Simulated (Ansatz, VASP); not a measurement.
## CuO: VASP beside Ansatz

```xyz
8
Lattice="-3.0086 3.0086 3.0086 3.0086 -3.0086 3.0086 3.0086 3.0086 -3.0086" Properties=species:S:1:pos:R:3 pbc="T T T"
Cu    0.7521    0.7521    0.7521
Cu   -0.7521    2.2564    0.7521
Cu    2.2564    0.7521   -0.7521
Cu    0.7521   -0.7521    2.2564
O     2.2564    2.2564    2.2564
O     0.7521    3.7607   -0.7521
O     3.7607   -0.7521    0.7521
O    -0.7521    0.7521    3.7607
```

Alike in both runs: functional PBE; k mesh 4 × 4 × 4; occupations gaussian, width 0.1 eV; collinear spin.

Ansatz relaxed the structure, and its values are those at the end. VASP's run is a single point on that final structure, the one shown.

```csv
,VASP,Ansatz
version,VASP 6.6.1,Ansatz 0.2.0
potentials or method,"VASP PAW PBE potentials, release 64 (Cu, O), cutoff 520 eV","scalar-relativistic, plane waves, PAW"
valence electrons in the cell,68,100
```

|  | VASP | Ansatz | Ansatz less VASP |
| --- | --- | --- | --- |
| gap on the k mesh at the Fermi level (eV) | 0.31 | 0.31 | 0.000 |
| least direct gap on the mesh (eV) | 0.37 | 0.37 | -0.002 |
| pressure (GPa) | 0.0 | 0.0 | +0.05 |
| net moment per atom (μB) | 0.00 | 0.00 | 0.000 |

VASP's potentials hold 68 valence electrons a cell and Ansatz's 100, so a difference there can come from the potentials and not from the codes. Ansatz's warnings: seeded moment not kept.
